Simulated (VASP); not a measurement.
# FeO (Wuestite) in VASP: density of states with PBE

Aim: the density of states of FeO (Wuestite) with PBE.

Everything below comes from runs of VASP 6.6.1. Logs are shortened: lines on timing, memory, paths and dates and some standing lists are left out, and cuts for length are marked.

**1. The cell of the first run**

The typed cell holds 2 atoms: a = 3.047 Å, b = 3.047 Å, c = 3.047 Å, α = 59.99°, β = 59.99°, γ = 59.99°.

**2. Density of states, PBE, collinear spin, ferromagnetic start**

Contents of POSCAR:

```
FeO
1.0
    1.5232353771      0.8794403550      2.4880041688
   -1.5232353771      0.8794403550      2.4880041688
    0.0000000000     -1.7588807100      2.4880041688
Fe O
1 1
Direct
    0.0000000000      0.0000000000      0.0000000000
    0.5000000000      0.5000000000      0.5000000000
```

Contents of INCAR.step1:

```
SYSTEM = FeO
PREC = Accurate
ENCUT = 520
EDIFF = 1E-6
ISMEAR = 0
SIGMA = 0.1
LREAL = .FALSE.
LASPH = .TRUE.
NELM = 150
ALGO = Normal
ISIF = 2
LWAVE = .FALSE.
LCHARG = .TRUE.
ISPIN = 2
MAGMOM = 3.79 0.35
LMAXMIX = 4
GGA = PE
NBANDS = 18
```

Contents of KPOINTS.step1:

```
Automatic mesh
0
G
  18 18 18
  0 0 0
```

Contents of INCAR.step2:

```
SYSTEM = FeO
PREC = Accurate
ENCUT = 520
EDIFF = 1E-6
ISMEAR = -5
SIGMA = 0.1
LREAL = .FALSE.
LASPH = .TRUE.
NELM = 150
ALGO = Normal
ISIF = 2
LWAVE = .FALSE.
LCHARG = .FALSE.
ISPIN = 2
MAGMOM = 3.79 0.35
LORBIT = 11
LMAXMIX = 4
GGA = PE
NEDOS = 1001
ICHARG = 11
```

Contents of KPOINTS.step2:

```
Automatic mesh
0
G
  27 27 27
  0 0 0
```

Potentials or basis: VASP PAW PBE potentials, release 64 (Fe, O).

On the command line:

```sh
$ cat potpaw_PBE.64/Fe/POTCAR potpaw_PBE.64/O/POTCAR > POTCAR
$ cp INCAR.step1 INCAR
$ cp KPOINTS.step1 KPOINTS
$ mpirun -np 1 vasp_std > vasp.out
$ cp INCAR.step2 INCAR
$ cp KPOINTS.step2 KPOINTS
$ mpirun -np 1 vasp_std > vasp.out
```

OUTCAR:

```text
SYSTEM = FeO
   PREC = Accurate
   ENCUT = 520
   EDIFF = 1E-6
   ISMEAR = -5
   LREAL = .FALSE.
   LASPH = .TRUE.
   NELM = 150
   ISIF = 2
   ISPIN = 2
   LORBIT = 11
   GGA = PE
   ICHARG = 11

 ion  position               nearest neighbor table
   1  0.000  0.000  0.000-   2 2.15   2 2.15   2 2.15   2 2.15   2 2.15   2 2.15
   2  0.500  0.500  0.500-   1 2.15   1 2.15   1 2.15   1 2.15   1 2.15   1 2.15

  LATTYP: Found a trigonal (rhomboedric) cell.
 ALAT       =     3.0469371664
 COS(alpha) =     0.5001530640

  Lattice vectors:

 A1 = (   1.5232353771,   0.8794403550,   2.4880041688)
 A2 = (  -1.5232353771,   0.8794403550,   2.4880041688)
 A3 = (   0.0000000000,  -1.7588807100,   2.4880041688)

Analysis of symmetry for initial positions (statically):
=====================================================================
 Subroutine PRICEL returns:
 Original cell was already a primitive cell.

 Routine SETGRP: Setting up the symmetry group for a
 trigonal (rhombohedral) supercell.

 Subroutine GETGRP returns: Found 12 space group operations
 (whereof 12 operations were pure point group operations)
 out of a pool of 12 trial point group operations.

The static configuration has the point symmetry D_3d.

Analysis of symmetry for dynamics (positions and initial velocities):
=====================================================================
 Subroutine PRICEL returns:
 Original cell was already a primitive cell.

 Routine SETGRP: Setting up the symmetry group for a
 trigonal (rhombohedral) supercell.

 Subroutine GETGRP returns: Found 12 space group operations
 (whereof 12 operations were pure point group operations)
 out of a pool of 12 trial point group operations.

The dynamic configuration has the point symmetry D_3d.

Analysis of structural, dynamic, and magnetic symmetry:
=====================================================================
 Subroutine PRICEL returns:
 Original cell was already a primitive cell.

 Routine SETGRP: Setting up the symmetry group for a
 trigonal (rhombohedral) supercell.

 Subroutine GETGRP returns: Found 12 space group operations
 (whereof 12 operations were pure point group operations)
 out of a pool of 12 trial point group operations.

The overall configuration has the point symmetry D_3d.

 Subroutine INISYM returns: Found 12 space group operations
 (whereof 12 operations are pure point group operations),
 and found     1 'primitive' translations

----------------------------------------------------------------------------------------

                                     Primitive cell

  volume of cell :      19.9975

  direct lattice vectors                    reciprocal lattice vectors
     1.523235377  0.879440355  2.488004169     0.328248679  0.189514463  0.133976196
    -1.523235377  0.879440355  2.488004169    -0.328248679  0.189514463  0.133976196
     0.000000000 -1.758880710  2.488004169     0.000000000 -0.379028926  0.133976196

  length of vectors
     3.046937166  3.046937166  3.046937166     0.402010631  0.402010631  0.402010631

  position of ions in fractional coordinates (direct lattice)
     0.000000000  0.000000000  0.000000000
     0.500000000  0.500000000  0.500000000

  ion indices of the primitive-cell ions
   primitive index   ion index
                 1           1
                 2           2

----------------------------------------------------------------------------------------

 KPOINTS: Automatic mesh

Automatic generation of k-mesh.
 Grid dimensions read from file:
 generate k-points for:   27   27   27

 Generating k-lattice:

  Cartesian coordinates                     Fractional coordinates (reciprocal lattice)
     0.012157358  0.007019054  0.004962081     0.037037037  0.000000000  0.000000000
    -0.012157358  0.007019054  0.004962081     0.000000000  0.037037037  0.000000000
     0.000000000 -0.014038108  0.004962081     0.000000000  0.000000000  0.037037037

  Length of vectors
     0.014889283  0.014889283  0.014889283

  Shift w.r.t. Gamma in fractional coordinates (k-lattice)
     0.000000000  0.000000000  0.000000000

 TETIRR: Found   9855 inequivalent tetrahedra from   118098

[... 38 lines left out ...]
   NGX,Y,Z   is equivalent  to a cutoff of  13.09, 13.09, 13.09 a.u.
   NGXF,Y,Z  is equivalent  to a cutoff of  26.19, 26.19, 26.19 a.u.
 SYSTEM =  FeO
   PREC   = accura    normal or accurate (medium, high low for compatibility)
   ISTART =      0    job   : 0-new  1-cont  2-samecut
   ICHARG =     11    charge: 1-file 2-atom 10-const
   ISPIN  =      2    spin polarized calculation?
   LNONCOLLINEAR =      F non collinear calculations
   LSORBIT =      F    spin-orbit coupling
   LASPH  =      T    aspherical Exc in radial PAW
   ENCUT  =  520.0 eV  38.22 Ry    6.18 a.u.   5.67  5.67  5.67*2*pi/ulx,y,z
   NELM   =    150;   NELMIN=  2; NELMDL=  0     # of ELM steps
   EDIFF  = 0.1E-05   stopping-criterion for ELM
   LREAL  =      F    real-space projection
   EDIFFG = 0.1E-04   stopping-criterion for IOM
   NSW    =      0    number of steps for IOM
   IBRION =     -1    ionic relax: 0-MD 1-quasi-New 2-CG
   NFREE  =      0    steps in history (QN), initial steepest desc. (CG)
   ISIF   =      2    stress and relaxation
   ISYM   =      2    0-nonsym 1-usesym 2-fastsym
   POTIM  = 0.5000    time-step for ionic-motion
   TEBEG  =    0.0;   TEEND  =   0.0 temperature during run
   PSTRESS=    0.0 pullay stress
   NELECT =      14.0000    total number of electrons
   NUPDOWN=      -1.0000    fix difference up-down
   EMIN   =  10.00;   EMAX   =-10.00  energy-range for DOS
   EFERMI =   0.00;   METHOD = LEGACY
   ISMEAR =    -5;   SIGMA  =   0.10  broadening in eV -4-tet -1-fermi 0-gaus
   EFERMI_NEDOS =   21; number of points for ismear=-14 and -15
   IALGO  =     38    algorithm
   IMIX   =      4    mixing-type and parameters
     AMIX     =   0.40;   BMIX     =  1.00
     AMIX_MAG =   1.60;   BMIX_MAG =  1.00
  volume/ion in A,a.u.               =      10.00        67.47
  Fermi-wavevector in a.u.,A,eV,Ry     =   1.453647  2.746994 28.750325  2.113089
  Thomas-Fermi vector in A             =   2.570889
   LORBIT       =     11    0 simple, 1 ext, 2 COOP (PROOUT), +10 PAW based schemes
   GGA     = PE    functional components
   LHFCALC =     F    Hartree Fock is set to
   AEXX    =    0.0000 exact exchange contribution
   IVDW    =     0    specifies the selected vdW correction
   LEPSILON=     F    determine dielectric tensor
   LRPA    =     F    only Hartree local field effects (RPA)
 spin polarized calculation
 Fermi weights with tetrahedron method with Bloechl corrections
  energy-cutoff  :      520.00
  volume of cell :       20.00
 maximum number of plane-waves:       556

 number of electron      13.9999998 magnetization       4.0000268

 Free energy of the ion-electron system (eV)
  ---------------------------------------------------
  ext. energy  EPLUGINS =         0.00000000
  ---------------------------------------------------
  free energy    TOTEN  =       -14.93102385 eV

  energy without entropy =      -14.93102385  energy(sigma->0) =      -14.93102385

 E-fermi :   6.2159     XC(G=0): -12.1720

 val. band max:        6.2339702301   @ k =   0.2963   0.0370   0.0000
 cond. band min:       6.1828269923   @ k =  -0.2963   0.0741  -0.0000
 fundamental gap:     -0.0511432379
 Fermi energy:         6.2158594606

 spin component 1

 k-point     1 :       0.0000    0.0000    0.0000
  band No.  band energies     occupation
      1     -14.5165      1.00000
      2       2.3417      1.00000
      3       2.3426      1.00000
      4       2.3426      1.00000
      5       2.4145      1.00000
      6       2.4159      1.00000
      7       2.4159      1.00000
      8       2.5393      1.00000
      9       2.5393      1.00000
     10       6.3150      0.00000
     11      21.6899      0.00000
     12      23.2594      0.00000
     13      23.2652      0.00000
[... 356 lines left out ...]
      2      -1.8638      1.00000
      3      -0.1921      1.00000
      4      -0.1016      1.00000
      5       2.9479      1.00000
      6       3.0339      1.00000
      7       3.4780      1.00000
      8       5.3651      1.00000
      9       5.5692      1.00000
     10      10.0723      0.00000
     11      15.2746      0.00000
     12      19.4057      0.00000
     13      19.5377      0.00000

 [... further k-points ...]

 spin component 2

 k-point     1 :       0.0000    0.0000    0.0000
  band No.  band energies     occupation
      1     -13.9832      1.00000
      2       2.9736      1.00000
      3       2.9751      1.00000
      4       2.9751      1.00000
      5       5.4797      1.00000
      6       5.4809      1.00000
      7       5.4809      1.00000
      8       6.4096      0.00000
      9       6.4096      0.00000
     10       7.1161      0.00000
     11      21.6386      0.00000
     12      24.1511      0.00000
     13      24.1536      0.00000
[... 356 lines left out ...]
      2      -1.0975      1.00000
      3       1.2797      1.00000
      4       1.3491      1.00000
      5       6.2633      0.17704
      6       6.4533      0.00000
      7       6.5022      0.00000
      8       8.4492      0.00000
      9       8.6447      0.00000
     10      10.7601      0.00000
     11      16.2755      0.00000
     12      20.3633      0.00000
     13      20.4628      0.00000

 [... further k-points ...]

------------------------ aborting loop because EDIFF is reached ----------------------------------------

  FORCE on cell =-STRESS in cart. coord.  units (eV):
  Direction    XX          YY          ZZ          XY          YZ          ZX
  --------------------------------------------------------------------------------------
  -------------------------------------------------------------------------------------
  Total       -0.0067176     -0.0067176     -0.0085200      0.0000000      0.0000000     -0.0000000
  in kB       -0.5382090     -0.5382090     -0.6826145      0.0000000      0.0000000     -0.0000000
  external PRESSURE =      -0.5863442 kB  Pullay stress =       0.0000000 kB

 VOLUME and BASIS-vectors are now :
 -----------------------------------------------------------------------------
  energy-cutoff  :      520.00
  volume of cell :       20.00
      direct lattice vectors                 reciprocal lattice vectors
     1.523235377  0.879440355  2.488004169     0.328248679  0.189514463  0.133976196
    -1.523235377  0.879440355  2.488004169    -0.328248679  0.189514463  0.133976196
     0.000000000 -1.758880710  2.488004169     0.000000000 -0.379028926  0.133976196

 POSITION                                       TOTAL-FORCE (eV/Angst)
 -----------------------------------------------------------------------------------
      0.00000      0.00000      0.00000         0.000000      0.000000      0.000000
      0.00000      0.00000      3.73201        -0.000000     -0.000000     -0.000000
 -----------------------------------------------------------------------------------
    total drift:                               -0.000000      0.000000     -0.000000

  FREE ENERGIE OF THE ION-ELECTRON SYSTEM (eV)
  ---------------------------------------------------
  free  energy   TOTEN  =       -14.9310238465 eV

  energy  without entropy=      -14.9310238465  energy(sigma->0) =      -14.93102385

 total charge

# of ion       s       p       d       tot
------------------------------------------
    1        0.288   0.359   6.087   6.733
    2        1.556   3.438   0.000   4.995
--------------------------------------------------
tot          1.844   3.798   6.087  11.728

 magnetization (x)

# of ion       s       p       d       tot
------------------------------------------
    1        0.027   0.021   3.571   3.619
    2        0.030   0.272   0.000   0.302
--------------------------------------------------
tot          0.057   0.293   3.571   3.920
```

It took 4.4 min on 1 thread of Intel Xeon 6975P-C (Granite Rapids), shared host; peak memory 0.84 GiB.

Results:

| Quantity | Value |
| --- | --- |
| Net moment | 4.00 μB per cell |
| Site moments | Fe +3.62; O +0.30 μB |
| Valence electrons inside the program's atomic spheres | Fe 6.73; O 5.00 |

Caveat: a cell with one magnetic atom can't hold antiferromagnetic order, which such compounds often take; semilocal functionals often make such compounds metallic where correlation or magnetic order opens a gap, which also shifts bond lengths; tetrahedron occupations give inexact forces and stress in metals.
